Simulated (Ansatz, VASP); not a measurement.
## Two plane-wave programs on KF

The input INCAR:

```
  PREC = Accurate
  ENCUT = 520
  EDIFF = 1E-6
  ISMEAR = 0
  SIGMA = 0.05
  LREAL = F
  LASPH = T
  NELM = 60
  ALGO = Normal
  ISIF = 2
  LWAVE = F
  LCHARG = F
  GGA = PE
  NBANDS = 15
```

The input KPOINTS:

```
Automatic mesh
0
Gamma
  8 8 8
```

File POSCAR:

```
KF
1.0
    0.0000000000      2.7809506264      2.7809506264
    2.7809506264      0.0000000000      2.7809506264
    2.7809506264      2.7809506264      0.0000000000
K F
1 1
Direct
    0.0000000000      0.0000000000      0.0000000000
    0.5000000000      0.5000000000      0.5000000000
```

Input for Ansatz:

```yaml
crystal:
  lattice:
    - [0.0, 2.7809506264, 2.7809506264]
    - [2.7809506264, 0.0, 2.7809506264]
    - [2.7809506264, 2.7809506264, 0.0]
  atoms:
    - { symbol: K, position: [0.0, 0.0, 0.0] }
    - { symbol: F, position: [0.5, 0.5, 0.5] }
basis:
  ecutwfc: 520.0
kpoints:
  mp_grid: { grid: [8, 8, 8] }
hamiltonian:
  xc: pbe
scf:
  occupations: { method: gaussian, width: 0.05 }
output:
  forces: true
  stress: true
  eigenvalues: true
```

Alike in both runs: task single point; functional PBE; k mesh 8 × 8 × 8; occupations gaussian, width 0.05 eV; no spin polarisation.

|  | VASP | Ansatz |
| --- | --- | --- |
| version | VASP 6.6.1 | Ansatz 0.2.0 |
| potentials or method | VASP PAW PBE potentials, release 64 (K_sv, F), cutoff 520 eV | scalar-relativistic, plane waves, PAW |
| valence electrons in the cell | 16 | 16 |

```tsv
	VASP	Ansatz	Ansatz less VASP
gap on the k mesh at the Fermi level (eV)	5.58	5.59	+0.014
least direct gap on the mesh (eV)	5.58	5.59	+0.014
pressure (GPa)	-1.9	-1.9	+0.03
```
